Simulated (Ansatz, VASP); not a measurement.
SnO in VASP and in Ansatz

The input INCAR:

```
PREC     = Accurate       # precision mode
ENCUT    = 520            # plane-wave cutoff, eV
EDIFF    = 1E-6           # SCF threshold, eV
ISMEAR   = 0              # smearing method
SIGMA    = 0.15           # smearing width, eV
LREAL    = F              # projectors in reciprocal space
LASPH    = T              # aspherical terms in the spheres
NELM     = 60             # most SCF steps
ALGO     = Normal         # electronic algorithm
ISIF     = 2              # what is computed and relaxed
LWAVE    = F              # write WAVECAR
LCHARG   = F              # write CHGCAR
GGA      = PE             # functional
NBANDS   = 28             # bands
```

The input KPOINTS:

```
Automatic mesh
0
Gamma
  12 12 10
```

The input POSCAR:

```
SnO
1.0
    3.8020000000      0.0000000000      0.0000000000
    0.0000000000      3.8020000000      0.0000000000
    0.0000000000      0.0000000000      4.8360000000
Sn O
2 2
Direct
    0.0000000000      0.5000000000      0.2385000000
    0.5000000000      0.0000000000      0.7615000000
   -0.0789058390      0.0000000000      0.0000000000
    0.5000000000      0.5000000000      0.0000000000
```

Input for Ansatz:

```yaml
crystal:
  lattice:
    - [3.802, 0.0, 0.0]
    - [0.0, 3.802, 0.0]
    - [0.0, 0.0, 4.836]
  atoms:
    - { symbol: Sn, position: [0.0, 0.5, 0.2385] }
    - { symbol: Sn, position: [0.5, 0.0, 0.7615] }
    - { symbol: O, position: [-0.078905839, 0.0, 0.0] }
    - { symbol: O, position: [0.5, 0.5, 0.0] }
basis:
  ecutwfc: 420
kpoints:
  mp_grid: { grid: [12, 12, 10] }
hamiltonian:
  xc: pbe
scf:
  occupations: { method: gaussian, width: 0.15 }
output:
  forces: true
  stress: true
  eigenvalues: true
```

Alike in both runs: task single point; functional PBE; k mesh 12 × 12 × 10; occupations gaussian, width 0.15 eV; no spin polarisation.

|  | VASP | Ansatz |
| --- | --- | --- |
| version | VASP 6.6.1 | Ansatz 0.2.0 |
| potentials or method | VASP PAW PBE potentials, release 64 (Sn_d, O), cutoff 520 eV | scalar-relativistic, plane waves, PAW |
| valence electrons in the cell | 40 | 40 |

|  | VASP | Ansatz | Ansatz less VASP |
| --- | --- | --- | --- |
| gap on the k mesh at the Fermi level (eV) | none | none | - |
| pressure (GPa) | 7.5 | 7.2 | -0.24 |
| traceless stress, the component that is largest in VASP (GPa) | 4.27 | 4.15 | -0.123 |
| rms of the force components (eV/Å) | 1.199 | 1.178 | -0.0214 |

Atom by atom the forces differ by 0.038 eV/Å (rms over components). A gap of «none» marks a metal or a gap that the smearing closes.
